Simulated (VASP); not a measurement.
# MnSb (Fm-3m) in VASP: notebook

Runs on MnSb. Level: r2SCAN+U. Tasks: relaxation of cell and atoms.

All numbers are computed with VASP 6.6.1; they aren't measurements. Logs are shortened: lines on timing, memory, paths and dates and some standing lists are left out, and cuts for length are marked.

**1. The cell of the first run**

Symmetry: Fm-3m, No. 225, cubic system. The conventional cell has a = 5.590 Å, b = 5.590 Å, c = 5.590 Å, α = 90.00°, β = 90.00°, γ = 90.00°. Within 3.7 Å of Sb (site symmetry m-3m) lie 6 Mn at 2.80 Å. Within 3.7 Å of Mn (site symmetry m-3m) lie 6 Sb at 2.80 Å.

**2. Relaxation of cell and atoms, r2SCAN+U, collinear spin, ferromagnetic start**

File POSCAR:

```
MnSb
1.0
    0.0000000000      2.7950160000      2.7950160000
    2.7950160000      0.0000000000      2.7950160000
    2.7950160000      2.7950160000      0.0000000000
Sb Mn
1 1
Direct
    0.5000000000      0.5000000000      0.5000000000
    0.0000000000      0.0000000000      0.0000000000
```

File INCAR.step1:

```
PREC = Accurate
ENCUT = 600
ISMEAR = -1
SIGMA = 0.05
LREAL = F
LASPH = T
NELM = 150
ISPIN = 2
MAGMOM = 0 4
LMAXMIX = 4
LDAU = T
LDAUTYPE = 2
LDAUL = -1 2
LDAUU = 0 6
LDAUJ = 0 0
GGA = PE
ALGO = Normal
EDIFF = 1E-4
LWAVE = T
LCHARG = F
```

File INCAR.step2:

```
PREC = Accurate
ENCUT = 600
EDIFF = 1E-7
ISMEAR = -1
SIGMA = 0.05
LREAL = F
LASPH = T
NELM = 150
ALGO = Normal
ISIF = 3
LWAVE = F
LCHARG = F
ISPIN = 2
MAGMOM = 0 4
LORBIT = 11
LMAXMIX = 4
LDAU = T
LDAUTYPE = 2
LDAUL = -1 2
LDAUU = 0 6
LDAUJ = 0 0
LDAUPRINT = 1
METAGGA = R2SCAN
LMIXTAU = T
IBRION = 2
NSW = 60
EDIFFG = -0.01
ISTART = 1
```

File KPOINTS:

```
regular mesh
0
Gamma
  8 8 8
```

Potentials or basis: VASP PAW PBE potentials, release 64 (Sb, Mn_pv).

Started as:

```console
cat potpaw_PBE.64/Sb/POTCAR potpaw_PBE.64/Mn_pv/POTCAR > POTCAR
cp INCAR.step1 INCAR
mpirun -np 1 vasp_std > vasp.out
cp INCAR.step2 INCAR
mpirun -np 1 vasp_std > vasp.out
```

OUTCAR:

```text
PREC = Accurate
   ENCUT = 600
   EDIFF = 1E-7
   ISMEAR = -1
   LREAL = F
   LASPH = T
   NELM = 150
   ISIF = 3
   ISPIN = 2
   LORBIT = 11
   METAGGA = R2SCAN
   IBRION = 2
   NSW = 60
   EDIFFG = -0.01
   ISTART = 1

 ion  position               nearest neighbor table
   1  0.500  0.500  0.500-   2 2.80   2 2.80   2 2.80   2 2.80   2 2.80   2 2.80
   2  0.000  0.000  0.000-   1 2.80   1 2.80   1 2.80   1 2.80   1 2.80   1 2.80

  LATTYP: Found a face centered cubic cell.
 ALAT       =     5.5900320000

  Lattice vectors:

 A1 = (   0.0000000000,   2.7950160000,   2.7950160000)
 A2 = (   2.7950160000,   0.0000000000,   2.7950160000)
 A3 = (   2.7950160000,   2.7950160000,   0.0000000000)

Analysis of symmetry for initial positions (statically):
=====================================================================
 Subroutine PRICEL returns:
 Original cell was already a primitive cell.

 Routine SETGRP: Setting up the symmetry group for a
 face centered cubic supercell.

 Subroutine GETGRP returns: Found 48 space group operations
 (whereof 48 operations were pure point group operations)
 out of a pool of 48 trial point group operations.

The static configuration has the point symmetry O_h .

Analysis of symmetry for dynamics (positions and initial velocities):
=====================================================================
 Subroutine PRICEL returns:
 Original cell was already a primitive cell.

 Routine SETGRP: Setting up the symmetry group for a
 face centered cubic supercell.

 Subroutine GETGRP returns: Found 48 space group operations
 (whereof 48 operations were pure point group operations)
 out of a pool of 48 trial point group operations.

The dynamic configuration has the point symmetry O_h .

Analysis of structural, dynamic, and magnetic symmetry:
=====================================================================
 Subroutine PRICEL returns:
 Original cell was already a primitive cell.

 Routine SETGRP: Setting up the symmetry group for a
 face centered cubic supercell.

 Subroutine GETGRP returns: Found 48 space group operations
 (whereof 48 operations were pure point group operations)
 out of a pool of 48 trial point group operations.

[... 159 lines left out ...]
  -------------------------------------------------------------------------------------
  Total        2.7238480      2.7238480      2.7238480     -0.0000000     -0.0000000      0.0000000
  in kB       99.9333754     99.9333754     99.9333754     -0.0000000     -0.0000000      0.0000000
  external PRESSURE =      99.9333754 kB  Pullay stress =       0.0000000 kB
[... 89 lines left out ...]
  FREE ENERGIE OF THE ION-ELECTRON SYSTEM (eV)
  ---------------------------------------------------
  free  energy   TOTEN  =       -38.9279777074 eV

  energy  without entropy=      -38.9202030419  energy(sigma->0) =      -38.92409037

atom =   2  type =  2  l = 2

 onsite density matrix

spin component  1

  0.9412  0.0000 -0.0000  0.0000 -0.0000
  0.0000  0.9412 -0.0000  0.0000  0.0000
 -0.0000 -0.0000  0.9301  0.0000 -0.0000
  0.0000  0.0000  0.0000  0.9412 -0.0000
 -0.0000  0.0000 -0.0000 -0.0000  0.9301

spin component  2

  0.0107 -0.0000  0.0000 -0.0000 -0.0000
 -0.0000  0.0107 -0.0000 -0.0000 -0.0000
  0.0000 -0.0000  0.0666 -0.0000  0.0000
 -0.0000 -0.0000 -0.0000  0.0107  0.0000
 -0.0000 -0.0000  0.0000  0.0000  0.0666

 occupancies and eigenvectors

  o =  0.0107  v =  0.0000  0.0000  0.0000  0.0000  0.0000 -0.0089 -1.0000 -0.0000  0.0038 -0.0000      0.0000  0.0000  0.0000  0.0000  0.0000  0.0000  0.0000  0.0000  0.0000  0.0000
  o =  0.0107  v =  0.0000  0.0000  0.0000  0.0000  0.0000  1.0000 -0.0089 -0.0000  0.0045  0.0000      0.0000  0.0000  0.0000  0.0000  0.0000  0.0000  0.0000  0.0000  0.0000  0.0000
  o =  0.0107  v =  0.0000  0.0000  0.0000  0.0000  0.0000  0.0045 -0.0039 -0.0000 -1.0000  0.0000      0.0000  0.0000  0.0000  0.0000  0.0000  0.0000  0.0000  0.0000  0.0000  0.0000
  o =  0.0666  v =  0.0000  0.0000  0.0000  0.0000  0.0000  0.0000  0.0000  0.0333  0.0000 -0.9994      0.0000  0.0000  0.0000  0.0000  0.0000  0.0000  0.0000  0.0000  0.0000  0.0000
  o =  0.0666  v =  0.0000  0.0000  0.0000  0.0000  0.0000 -0.0000 -0.0000 -0.9994  0.0000 -0.0333      0.0000  0.0000  0.0000  0.0000  0.0000  0.0000  0.0000  0.0000  0.0000  0.0000
  o =  0.9301  v =  0.0000 -0.0000 -0.6217 -0.0000 -0.7833  0.0000  0.0000  0.0000  0.0000  0.0000      0.0000  0.0000  0.0000  0.0000  0.0000  0.0000  0.0000  0.0000  0.0000  0.0000
  o =  0.9301  v =  0.0000  0.0000  0.7833 -0.0000 -0.6217  0.0000  0.0000  0.0000  0.0000  0.0000      0.0000  0.0000  0.0000  0.0000  0.0000  0.0000  0.0000  0.0000  0.0000  0.0000
  o =  0.9412  v =  0.0000 -0.3984  0.0000 -0.9172  0.0000  0.0000  0.0000  0.0000  0.0000  0.0000      0.0000  0.0000  0.0000  0.0000  0.0000  0.0000  0.0000  0.0000  0.0000  0.0000
  o =  0.9412  v =  0.0000 -0.9172  0.0000  0.3984  0.0000  0.0000  0.0000  0.0000  0.0000  0.0000      0.0000  0.0000  0.0000  0.0000  0.0000  0.0000  0.0000  0.0000  0.0000  0.0000
  o =  0.9412  v =  1.0000  0.0000  0.0000  0.0000  0.0000  0.0000  0.0000  0.0000  0.0000  0.0000      0.0000  0.0000  0.0000  0.0000  0.0000  0.0000  0.0000  0.0000  0.0000  0.0000

--------------------------------------- Ionic step        4  -------------------------------------------

 number of electron      18.0000002 magnetization       4.1765224

 Free energy of the ion-electron system (eV)
  ---------------------------------------------------
  ext. energy  EPLUGINS =         0.00000000
  ---------------------------------------------------
  free energy    TOTEN  =       -38.92802371 eV

  energy without entropy =      -38.92023030  energy(sigma->0) =      -38.92412700

 E-fermi :   5.9229     XC(G=0): -10.4352

 val. band max:        5.9192603004   @ k =   0.2500   0.2500   0.0000
 cond. band min:       5.9466854914   @ k =  -0.3750   0.2500   0.1250
 fundamental gap:      0.0274251910
 Fermi energy:         5.9229445721

 spin component 1

 k-point     1 :       0.0000    0.0000    0.0000
  band No.  band energies     occupation
      1     -47.5297      1.00000
      2     -47.5297      1.00000
      3     -47.5296      1.00000
      4      -4.7725      1.00000
      5      -0.5630      1.00000
      6      -0.5630      1.00000
      7      -0.5630      1.00000
      8      -0.4479      1.00000
      9      -0.4479      1.00000
     10       7.3366      0.00000
     11       7.3366      0.00000
     12       7.3366      0.00000
[... 882 lines left out ...]
  FREE ENERGIE OF THE ION-ELECTRON SYSTEM (eV)
  ---------------------------------------------------
  free  energy   TOTEN  =       -38.9280237116 eV

  energy  without entropy=      -38.9202302976  energy(sigma->0) =      -38.92412700

 reached required accuracy - stopping structural energy minimisation

 total charge

# of ion       s       p       d       tot
------------------------------------------
    1        1.136   1.332   0.017   2.485
    2        0.281   6.161   4.834  11.276
--------------------------------------------------
tot          1.416   7.493   4.851  13.761

 magnetization (x)

# of ion       s       p       d       tot
------------------------------------------
    1       -0.001  -0.341   0.004  -0.338
    2        0.081   0.032   4.509   4.622
--------------------------------------------------
tot          0.080  -0.309   4.513   4.284
```

OUTCAR.step1:

```text
PREC = Accurate
   ENCUT = 600
   ISMEAR = -1
   LREAL = F
   LASPH = T
   NELM = 150
[... 1107 lines left out ...]
 -----------------------------------------------------------------------------------
      2.79502      2.79502      2.79502         0.000000      0.000000      0.000000
      0.00000      0.00000      0.00000         0.000000      0.000000     -0.000000
 -----------------------------------------------------------------------------------
    total drift:                                0.000000     -0.000000     -0.000000

  FREE ENERGIE OF THE ION-ELECTRON SYSTEM (eV)
  ---------------------------------------------------
  free  energy   TOTEN  =       -10.3994725159 eV

  energy  without entropy=      -10.3928155270  energy(sigma->0) =      -10.39614402
```

OSZICAR.step1:

```text
N       E                     dE             d eps       ncg     rms          rms(c)
DAV:   1     0.131536967651E+03    0.13154E+03   -0.10827E+04  1780   0.133E+03
DAV:   2    -0.505522942430E+01   -0.13659E+03   -0.13234E+03  1880   0.318E+02
DAV:   3    -0.904627382381E+01   -0.39910E+01   -0.39595E+01  2160   0.634E+01
DAV:   4    -0.910022657677E+01   -0.53953E-01   -0.53945E-01  1985   0.725E+00
DAV:   5    -0.910185641844E+01   -0.16298E-02   -0.16298E-02  2176   0.127E+00    0.899E+00
DAV:   6    -0.101172932632E+02   -0.10154E+01   -0.10795E+01  1756   0.445E+01    0.122E+01
DAV:   7    -0.103978479746E+02   -0.28055E+00   -0.11195E+00  1754   0.141E+01    0.551E+00
DAV:   8    -0.104017193150E+02   -0.38713E-02   -0.92267E-02  1959   0.357E+00    0.258E+00
DAV:   9    -0.103983359955E+02    0.33833E-02   -0.25147E-02  1943   0.200E+00    0.542E-01
DAV:  10    -0.103993025377E+02   -0.96654E-03   -0.61693E-03  1989   0.109E+00    0.213E-01
DAV:  11    -0.103994530819E+02   -0.15054E-03   -0.53472E-04  2006   0.217E-01    0.481E-02
DAV:  12    -0.103994725159E+02   -0.19434E-04   -0.65355E-05  1199   0.113E-01
   1 F= -.10399473E+02 E0= -.10396144E+02  d E =-.665699E-02  mag=     4.1627
```

It took 12 min on 1 thread of Intel Xeon 8259CL, shared host; peak memory 0.26 GiB.

Results:

```yaml
Free_energy: -38.9280 eV
Relaxed_volume: 25.26 Å³/atom
Relaxed_cell: a = 4.149 Å, b = 4.149 Å, c = 4.149 Å, α = 60.00°, β = 60.00°, γ = 60.00°
Space_group_after_relaxing_to_0.1_Å: Fm-3m (No. 225)
Energy_gained_by_relaxing: 92.1 meV/atom
Ionic_steps: 4
Pressure_after_relaxing: 0.0 GPa
Net_moment: 4.18 μB per cell
Site_moments: Sb -0.34; Mn +4.62 μB
Valence_electrons_inside_the_program's_atomic_spheres: Sb 2.48; Mn 11.28
```

The path:
```csv
step,energy change (eV),largest force (eV/Å),pressure (GPa),volume (Å³)
1,0.0000,0.0000,9.99,43.67
2,-0.1680,0.0000,-2.14,52.86
3,-0.1841,0.0000,0.14,50.37
4,-0.1842,0.0000,0.00,50.51
```

Final structure:
```xyz
2
Lattice="0.0000 2.9340 2.9340 2.9340 0.0000 2.9340 2.9340 2.9340 0.0000" Properties=species:S:1:pos:R:3 pbc="T T T"
Sb    2.9340    2.9340    2.9340
Mn    0.0000    0.0000    0.0000
```

Levels at points of the mesh, in eV from the Fermi level:
Spin up:
| k point | band 9 | band 10 | band 11 | band 12 | band 13 | band 14 |
| --- | --- | --- | --- | --- | --- | --- |
| (0.00, 0.00, 0.00) | -6.37 | 1.41 | 1.41 | 1.41 | 3.87 | 7.71 |
| (0.50, 0.00, 0.00) | -6.33 | -4.58 | 1.86 | 1.86 | 4.10 | 4.77 |
| (0.50, 0.50, 0.00) | -5.13 | -3.91 | -1.09 | -1.09 | 0.32 | 4.50 |
Spin down:
```tsv
k point	band 3	band 4	band 5	band 6	band 7	band 8	band 9	band 10	band 11	band 12
(0.00, 0.00, 0.00)	-47.08	-11.15	0.89	0.89	0.89	3.32	3.32	3.32	3.33	3.33
(0.50, 0.00, 0.00)	-47.08	-9.43	-4.97	-0.68	-0.68	4.43	4.44	4.54	4.54	5.58
(0.50, 0.50, 0.00)	-47.08	-9.00	-4.18	-1.43	-1.43	1.72	1.89	3.82	4.94	4.94
```

Eigenvalues of the final occupation matrices:
```csv
site,spin,trace,eigenvalues
site 2 d,1,4.68,0.93 0.93 0.94 0.94 0.94
site 2 d,2,0.17,0.01 0.01 0.01 0.07 0.07
```

Caveat: the volume moved by over 15 % at a fixed basis, so the end points are rough; the PAW data sets were made with another functional, which shifts forces and pressure a little; spin-orbit coupling is left out, which moves the levels of the heavy elements; a cell with one magnetic atom can't hold antiferromagnetic order, which such compounds often take; the U is typed as a test and isn't derived for this compound.

**3. Relaxation of cell and atoms, r2SCAN+U, collinear spin, ferromagnetic start**

POSCAR is that of step 2.

File INCAR.step1:

```
SYSTEM = MnSb
ALGO = Normal ; EDIFF = 1E-4
ENCUT = 600 ; GGA = PE
ISMEAR = -1 ; ISPIN = 2
LASPH = .True. ; LCHARG = .False.
LDAU = .True. ; LDAUJ = 0 0
LDAUL = -1 2 ; LDAUTYPE = 2
LDAUU = 0 8 ; LMAXMIX = 4
LREAL = .False. ; LWAVE = .True.
MAGMOM = 0 4 ; NELM = 150
PREC = Accurate ; SIGMA = 0.05
```

File INCAR.step2:

```
SYSTEM = MnSb
ALGO = Normal ; EDIFF = 1E-6
EDIFFG = -0.01 ; ENCUT = 600
IBRION = 2 ; ISIF = 3
ISMEAR = -1 ; ISPIN = 2
ISTART = 1 ; LASPH = .True.
LCHARG = .False. ; LDAU = .True.
LDAUJ = 0 0 ; LDAUL = -1 2
LDAUPRINT = 1 ; LDAUTYPE = 2
LDAUU = 0 8 ; LMAXMIX = 4
LMIXTAU = .True. ; LORBIT = 11
LREAL = .False. ; LWAVE = .False.
MAGMOM = 0 4 ; METAGGA = R2SCAN
NELM = 150 ; NSW = 60
PREC = Accurate ; SIGMA = 0.05
```

File KPOINTS:

```
k-points
0
Gamma
  8 8 8
  0 0 0
```

Potentials or basis: VASP PAW PBE potentials, release 64 (Sb, Mn_pv).

Started as:

```console
cat potpaw_PBE.64/Sb/POTCAR potpaw_PBE.64/Mn_pv/POTCAR > POTCAR
cp INCAR.step1 INCAR
mpirun -np 1 vasp_std > vasp.out
cp INCAR.step2 INCAR
mpirun -np 1 vasp_std > vasp.out
```

Run time: 11 min. Hardware: 1 thread of Intel Xeon 8259CL, shared host; peak memory 0.26 GiB.

It converged, with:

```
Free energy                                           : -35.7060 eV
Relaxed volume                                        : 24.76 Å³/atom
Relaxed cell                                          : a = 4.122 Å, b = 4.122 Å, c = 4.122 Å, α = 60.00°, β = 60.00°, γ = 60.00°
Space group after relaxing (to 0.1 Å)                 : Fm-3m (No. 225)
Pressure after relaxing                               : 0.0 GPa
Net moment                                            : 1.73 μB per cell
Site moments                                          : Sb +0.23; Mn +1.15 μB
Valence electrons inside the program's atomic spheres : Sb 2.49; Mn 11.31
```

Final structure:
```
Sb Mn
1.0
     0.00000    2.91456    2.91456
     2.91456    0.00000    2.91456
     2.91456    2.91456    0.00000
Sb Mn
1 1
Direct
  0.50000 0.50000 0.50000
  0.00000 0.00000 0.00000
```

Levels at points of the mesh, in eV from the Fermi level:
Spin up:
```
           k point  band 8  band 9  band 10  band 11  band 12  band 13
(0.00, 0.00, 0.00)    0.98    0.98     0.98     2.55     2.55     4.55
(0.50, 0.00, 0.00)   -4.70   -0.57    -0.57     4.22     5.06     5.06
(0.50, 0.50, 0.00)   -4.28   -1.47    -1.47     0.75     2.96     4.16
```
Spin down:
| k point | band 6 | band 7 | band 8 | band 9 | band 10 | band 11 |
| --- | --- | --- | --- | --- | --- | --- |
| (0.00, 0.00, 0.00) | -5.70 | 1.45 | 1.45 | 1.45 | 3.17 | 3.17 |
| (0.50, 0.00, 0.00) | -5.99 | -4.91 | 1.54 | 1.54 | 4.07 | 4.52 |
| (0.50, 0.50, 0.00) | -4.45 | -3.93 | -1.04 | -1.04 | 1.47 | 1.66 |

Eigenvalues of the final occupation matrices:
| site | spin | trace | eigenvalues |
| --- | --- | --- | --- |
| site 2 d | 1 | 3.01 | 0.09 0.09 0.95 0.95 0.95 |
| site 2 d | 2 | 1.88 | 0.01 0.01 0.01 0.92 0.92 |

Caveat: the PAW data sets were made with another functional, which shifts forces and pressure a little; spin-orbit coupling is left out, which moves the levels of the heavy elements; a cell with one magnetic atom can't hold antiferromagnetic order, which such compounds often take; the U is typed as a test and isn't derived for this compound. The state reached can hang on the start; a lower one may exist.
